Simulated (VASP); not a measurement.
# TcN2 (Fm-3m) in VASP: further runs

Aim: see how the results for TcN2 move with the level of theory and the settings. Levels: PBE+D3(BJ), RPBE. Tasks: single point.

All numbers are computed with VASP 6.6.1; they aren't measurements. Logs are shortened: lines on timing, memory, paths and dates and some standing lists are left out, and cuts for length are marked.

## 1. The cell of the first run

It takes space group Fm-3m (No. 225, cubic). The conventional cell has a = 4.835 Å, b = 4.835 Å, c = 4.835 Å, α = 90.00°, β = 90.00°, γ = 90.00°. Within 2.8 Å of Tc (site symmetry m-3m) lie 8 N at 2.09 Å. Within 2.8 Å of N (site symmetry -43m) lie 4 Tc at 2.09 Å and 6 N at 2.42 Å.

## 2. Single point, PBE+D3(BJ)

Contents of INCAR:

```
SYSTEM = TcN2
ALGO = Normal ; EDIFF = 1E-6
ENCUT = 520 ; GGA = PE
ISIF = 2 ; ISMEAR = -1
IVDW = 12 ; LASPH = .True.
LCHARG = .True. ; LELF = .True.
LREAL = .False. ; LVHAR = .True.
LWAVE = .False. ; NBANDS = 18
NELM = 60 ; PREC = Accurate
SIGMA = 0.05
```

Contents of KPOINTS:

```
k-points
0
Gamma
  10 10 10
  0 0 0
```

Contents of POSCAR:

```
TcN2
1.0
    0.0000000000      2.4174053107      2.4174053107
    2.4174053107      0.0000000000      2.4174053107
    2.4174053107      2.4174053107      0.0000000000
Tc N
1 2
Direct
    0.0000000000      0.0000000000      0.0000000000
    0.7500000000      0.7500000000      0.7500000000
    0.2500000000      0.2500000000      0.2500000000
```

Potentials or basis: VASP PAW PBE potentials, release 64 (Tc_pv, N).

The run is started by

```sh
$ cat potpaw_PBE.64/Tc_pv/POTCAR potpaw_PBE.64/N/POTCAR > POTCAR
$ mpirun -np 1 vasp_std > vasp.out
```

OUTCAR:

```text
SYSTEM = TcN2
   EDIFF = 1E-6
   ENCUT = 520
   GGA = PE
   ISIF = 2
   ISMEAR = -1
   IVDW = 12
   LASPH = .True.
   LREAL = .False.
   NELM = 60
   PREC = Accurate
 IVDW          = 12

 ion  position               nearest neighbor table
   1  0.000  0.000  0.000-   2 2.09   2 2.09   3 2.09   3 2.09   2 2.09   2 2.09   3 2.09   3 2.09

   2  0.750  0.750  0.750-   1 2.09   1 2.09   1 2.09   1 2.09
   3  0.250  0.250  0.250-   1 2.09   1 2.09   1 2.09   1 2.09

  LATTYP: Found a face centered cubic cell.
 ALAT       =     4.8348106214

  Lattice vectors:

 A1 = (   0.0000000000,   2.4174053107,   2.4174053107)
 A2 = (   2.4174053107,   0.0000000000,   2.4174053107)
 A3 = (   2.4174053107,   2.4174053107,   0.0000000000)

Analysis of symmetry for initial positions (statically):
=====================================================================
 Subroutine PRICEL returns:
 Original cell was already a primitive cell.

 Routine SETGRP: Setting up the symmetry group for a
 face centered cubic supercell.

 Subroutine GETGRP returns: Found 48 space group operations
 (whereof 48 operations were pure point group operations)
 out of a pool of 48 trial point group operations.

The static configuration has the point symmetry O_h .

Analysis of symmetry for dynamics (positions and initial velocities):
=====================================================================
 Subroutine PRICEL returns:
 Original cell was already a primitive cell.

 Routine SETGRP: Setting up the symmetry group for a
 face centered cubic supercell.

 Subroutine GETGRP returns: Found 48 space group operations
 (whereof 48 operations were pure point group operations)
 out of a pool of 48 trial point group operations.

The dynamic configuration has the point symmetry O_h .

 Subroutine INISYM returns: Found 48 space group operations
 (whereof 48 operations are pure point group operations),
 and found     1 'primitive' translations

----------------------------------------------------------------------------------------

                                     Primitive cell

  volume of cell :      28.2539

  direct lattice vectors                    reciprocal lattice vectors
     0.000000000  2.417405311  2.417405311    -0.206833334  0.206833334  0.206833334
     2.417405311  0.000000000  2.417405311     0.206833334 -0.206833334  0.206833334
     2.417405311  2.417405311  0.000000000     0.206833334  0.206833334 -0.206833334

  length of vectors
     3.418727376  3.418727376  3.418727376     0.358245843  0.358245843  0.358245843

  position of ions in fractional coordinates (direct lattice)
     0.000000000  0.000000000  0.000000000
     0.750000000  0.750000000  0.750000000
     0.250000000  0.250000000  0.250000000

  ion indices of the primitive-cell ions
   primitive index   ion index
                 1           1
                 2           2
                 3           3

----------------------------------------------------------------------------------------

 KPOINTS: k-points

Automatic generation of k-mesh.
 Grid dimensions read from file:
 generate k-points for:   10   10   10

 Generating k-lattice:

  Cartesian coordinates                     Fractional coordinates (reciprocal lattice)
    -0.020683333  0.020683333  0.020683333     0.100000000  0.000000000  0.000000000
     0.020683333 -0.020683333  0.020683333     0.000000000  0.100000000  0.000000000
     0.020683333  0.020683333 -0.020683333     0.000000000  0.000000000  0.100000000

  Length of vectors
     0.035824584  0.035824584  0.035824584

  Shift w.r.t. Gamma in fractional coordinates (k-lattice)
     0.000000000  0.000000000  0.000000000

 Subroutine IBZKPT returns following result:
 ===========================================

 Found     47 irreducible k-points:

 Following reciprocal coordinates:
            Coordinates               Weight
  0.000000  0.000000  0.000000      1.000000
  0.100000  0.000000  0.000000      8.000000
  0.200000  0.000000  0.000000      8.000000
  0.300000  0.000000  0.000000      8.000000
  0.400000  0.000000  0.000000      8.000000
  0.500000  0.000000  0.000000      4.000000
[... 16 lines left out ...]
  0.300000  0.300000  0.000000      6.000000
  0.400000  0.300000  0.000000     24.000000
 [... further k-points ...]
   k-points           NKPTS =     47   k-points in BZ     NKDIM =     47   number of bands    NBANDS=     18
   number of dos      NEDOS =    301   number of ions     NIONS =      3
   total plane-waves  NPLWV =  21952
   dimension x,y,z NGX =    28 NGY =   28 NGZ =   28
   dimension x,y,z NGXF=    56 NGYF=   56 NGZF=   56
   ions per type =               1   2
   NGX,Y,Z   is equivalent  to a cutoff of  13.62, 13.62, 13.62 a.u.
   NGXF,Y,Z  is equivalent  to a cutoff of  27.23, 27.23, 27.23 a.u.
 SYSTEM =  TcN2
   PREC   = accura    normal or accurate (medium, high low for compatibility)
   ISTART =      0    job   : 0-new  1-cont  2-samecut
   ICHARG =      2    charge: 1-file 2-atom 10-const
   ISPIN  =      1    spin polarized calculation?
   LNONCOLLINEAR =      F non collinear calculations
   LSORBIT =      F    spin-orbit coupling
   LASPH  =      T    aspherical Exc in radial PAW
   ENCUT  =  520.0 eV  38.22 Ry    6.18 a.u.   6.36  6.36  6.36*2*pi/ulx,y,z
   NELM   =     60;   NELMIN=  2; NELMDL= -5     # of ELM steps
   EDIFF  = 0.1E-05   stopping-criterion for ELM
   LREAL  =      F    real-space projection
   EDIFFG = 0.1E-04   stopping-criterion for IOM
   NSW    =      0    number of steps for IOM
   IBRION =     -1    ionic relax: 0-MD 1-quasi-New 2-CG
   NFREE  =      0    steps in history (QN), initial steepest desc. (CG)
   ISIF   =      2    stress and relaxation
   ISYM   =      2    0-nonsym 1-usesym 2-fastsym
   POTIM  = 0.5000    time-step for ionic-motion
   TEBEG  =    0.0;   TEEND  =   0.0 temperature during run
   PSTRESS=    0.0 pullay stress
   NELECT =      23.0000    total number of electrons
   NUPDOWN=      -1.0000    fix difference up-down
   EMIN   =  10.00;   EMAX   =-10.00  energy-range for DOS
   EFERMI =   0.00;   METHOD = LEGACY
   ISMEAR =    -1;   SIGMA  =   0.05  broadening in eV -4-tet -1-fermi 0-gaus
   EFERMI_NEDOS =   21; number of points for ismear=-14 and -15
   IALGO  =     38    algorithm
   IMIX   =      4    mixing-type and parameters
     AMIX     =   0.40;   BMIX     =  1.00
     AMIX_MAG =   1.60;   BMIX_MAG =  1.00
  volume/ion in A,a.u.               =       9.42        63.56
  Fermi-wavevector in a.u.,A,eV,Ry     =   1.528591  2.888618 31.791244  2.336591
  Thomas-Fermi vector in A             =   2.636329
   LORBIT       =      0    0 simple, 1 ext, 2 COOP (PROOUT), +10 PAW based schemes
   GGA     = PE    functional components
   LHFCALC =     F    Hartree Fock is set to
   AEXX    =    0.0000 exact exchange contribution
   IVDW    =    12    specifies the selected vdW correction
   LEPSILON=     F    determine dielectric tensor
   LRPA    =     F    only Hartree local field effects (RPA)
 non-spin polarized calculation
  energy-cutoff  :      520.00
  volume of cell :       28.25
 maximum number of plane-waves:       778
 NGX is ok and might be reduce to    28
   NGX = 13   NGY = 13   NGZ = 13

 number of electron      23.0000003 magnetization

 Free energy of the ion-electron system (eV)
  ---------------------------------------------------
  ext. energy  EPLUGINS =         0.00000000
  ---------------------------------------------------
  free energy    TOTEN  =       -24.66282535 eV

  energy without entropy =      -24.63450581  energy(sigma->0) =      -24.64866558

 E-fermi :   9.3826     XC(G=0): -12.9763

 val. band max:        9.3819529395   @ k =  -0.1000   0.1000   0.0000
 cond. band min:       9.3875186434   @ k =  -0.4000   0.4000   0.1000
 fundamental gap:      0.0055657039
 Fermi energy:         9.3825872415

 k-point     1 :       0.0000    0.0000    0.0000
  band No.  band energies     occupation
      1     -30.2373      2.00000
      2     -30.2373      2.00000
      3     -30.2373      2.00000
      4      -7.8369      2.00000
      5      -1.7946      2.00000
      6       2.1223      2.00000
[... 10 lines left out ...]
     17      18.7602      0.00000
     18      22.1208      0.00000

 k-point     2 :       0.1000    0.0000    0.0000
  band No.  band energies     occupation
      1     -30.2561      2.00000
      2     -30.2400      2.00000
      3     -30.2400      2.00000
      4      -7.6774      2.00000
      5      -2.2270      2.00000
      6       2.2343      2.00000
[... 10 lines left out ...]
     17      19.0376      0.00000
     18      22.3725      0.00000

 k-point     3 :       0.2000    0.0000    0.0000
  band No.  band energies     occupation
      1     -30.3051      2.00000
      2     -30.2471      2.00000
      3     -30.2471      2.00000
      4      -7.2369      2.00000
      5      -3.0359      2.00000
      6       2.5310      2.00000
[... 10 lines left out ...]
     17      19.7295      0.00000
     18      22.8098      0.00000

 k-point     4 :       0.3000    0.0000    0.0000
  band No.  band energies     occupation
      1     -30.3648      2.00000
      2     -30.2558      2.00000
      3     -30.2558      2.00000
      4      -6.6323      2.00000
      5      -3.7592      2.00000
      6       2.8894      2.00000
[... 375 lines left out ...]
      4      -6.3959      2.00000
      5      -3.9401      2.00000
      6       2.6396      2.00000
[... 10 lines left out ...]
     17      20.4044      0.00000
     18      23.6257      0.00000

 k-point    23 :       0.3000    0.3000    0.0000
  band No.  band energies     occupation
      1     -30.3657      2.00000
      2     -30.2822      2.00000
      3     -30.2822      2.00000
      4      -6.1325      2.00000
      5      -4.1188      2.00000
      6       3.3469      2.00000
[... 10 lines left out ...]
     17      19.4839      0.00000
     18      23.5449      0.00000

 k-point    24 :       0.4000    0.3000    0.0000
  band No.  band energies     occupation
      1     -30.3922      2.00000
      2     -30.2965      2.00000
      3     -30.2901      2.00000
      4      -5.6227      2.00000
      5      -4.4395      2.00000
      6       2.5907      2.00000
[... 10 lines left out ...]
     17      20.0424      0.00000
     18      24.0491      0.00000

 [... further k-points ...]

------------------------ aborting loop because EDIFF is reached ----------------------------------------

 Edisp (eV)   -0.90303

 E8    (eV) :    -0.3427

  FORCE on cell =-STRESS in cart. coord.  units (eV):
  Direction    XX          YY          ZZ          XY          YZ          ZX
  --------------------------------------------------------------------------------------
  -------------------------------------------------------------------------------------
  Total      -0.14234    -0.14234    -0.14234     0.00000    -0.00000     0.00000
  in kB      -8.07177    -8.07177    -8.07177     0.00000    -0.00000     0.00000
  external pressure =       -8.07 kB  Pullay stress =        0.00 kB

 VOLUME and BASIS-vectors are now :
 -----------------------------------------------------------------------------
  energy-cutoff  :      520.00
  volume of cell :       28.25
      direct lattice vectors                 reciprocal lattice vectors
     0.000000000  2.417405311  2.417405311    -0.206833334  0.206833334  0.206833334
     2.417405311  0.000000000  2.417405311     0.206833334 -0.206833334  0.206833334
     2.417405311  2.417405311  0.000000000     0.206833334  0.206833334 -0.206833334

 POSITION                                       TOTAL-FORCE (eV/Angst)
 -----------------------------------------------------------------------------------
      0.00000      0.00000      0.00000        -0.000000     -0.000000     -0.000000
      3.62611      3.62611      3.62611         0.000000     -0.000000      0.000000
      1.20870      1.20870      1.20870        -0.000000      0.000000     -0.000000
 -----------------------------------------------------------------------------------
    total drift:                               -0.000000     -0.000000      0.000000

  FREE ENERGIE OF THE ION-ELECTRON SYSTEM (eV)
  ---------------------------------------------------
  free  energy   TOTEN  =       -25.5658598073 eV

  energy  without entropy=      -25.5375402722  energy(sigma->0) =      -25.55170004
```

Wall time 23 s (1 thread of AMD EPYC 9R14 (Zen 4), shared host); peak memory 0.15 GiB.

What came out:

```yaml
Free_energy: -25.5659 eV
Pressure: -0.8 GPa
Band_gap_on_the_k_mesh: zero (an odd number of electrons rules out a gap without spin polarisation)
Dispersion_energy_per_atom: -0.301 eV
```

Caveat: an odd number of electrons without spin polarisation forces a metal; a magnetic or distorted state may lie lower.

## 3. Single point, RPBE

This run uses another cell than the first one, of 9.74 Å³/atom.

Contents of INCAR:

```
ALGO = Normal
EDIFF = 1E-7
ENCUT = 520
GGA = RP
ISIF = 2
ISMEAR = -1
LASPH = T
LCHARG = F
LREAL = F
LWAVE = F
NBANDS = 18
NELM = 60
PREC = Accurate
SIGMA = 0.05
```

Contents of KPOINTS:

```
k-points
0
Gamma
  10 10 10
```

Contents of POSCAR:

```
TcN2
1.0
    0.0000000000      2.4445500000      2.4445500000
    2.4445500000      0.0000000000      2.4445500000
    2.4445500000      2.4445500000      0.0000000000
Tc N
1 2
Direct
    0.0000000000      0.0000000000      0.0000000000
    0.7500000000      0.7500000000      0.7500000000
    0.2500000000      0.2500000000      0.2500000000
```

Potentials or basis: VASP PAW PBE potentials, release 64 (Tc_pv, N).

The run is started by

```sh
$ cat potpaw_PBE.64/Tc_pv/POTCAR potpaw_PBE.64/N/POTCAR > POTCAR
$ mpirun -np 1 vasp_std > vasp.out
```

Run time: 23 s. Hardware: 1 thread of AMD EPYC 9R14 (Zen 4), shared host; peak memory 0.13 GiB.

Results (log left out):

| Quantity | Value |
| --- | --- |
| Free energy | -23.1234 eV |
| Pressure | -0.7 GPa |
| Band gap on the k mesh | zero (an odd number of electrons rules out a gap without spin polarisation) |

Levels at points of the mesh, in eV from the Fermi level:
| k point | band 10 | band 11 | band 12 | band 13 | band 14 | band 15 |
| --- | --- | --- | --- | --- | --- | --- |
| (0.00, 0.00, 0.00) | -1.12 | 0.23 | 0.23 | 0.23 | 6.14 | 6.14 |
| (0.50, 0.00, 0.00) | -1.83 | -1.83 | -0.63 | -0.63 | 2.52 | 5.63 |
| (0.50, 0.50, 0.00) | -2.88 | -0.20 | 0.33 | 1.31 | 2.68 | 4.72 |

Caveat: the PAW data sets were made with another functional, which shifts forces and pressure a little; an odd number of electrons without spin polarisation forces a metal; a magnetic or distorted state may lie lower.
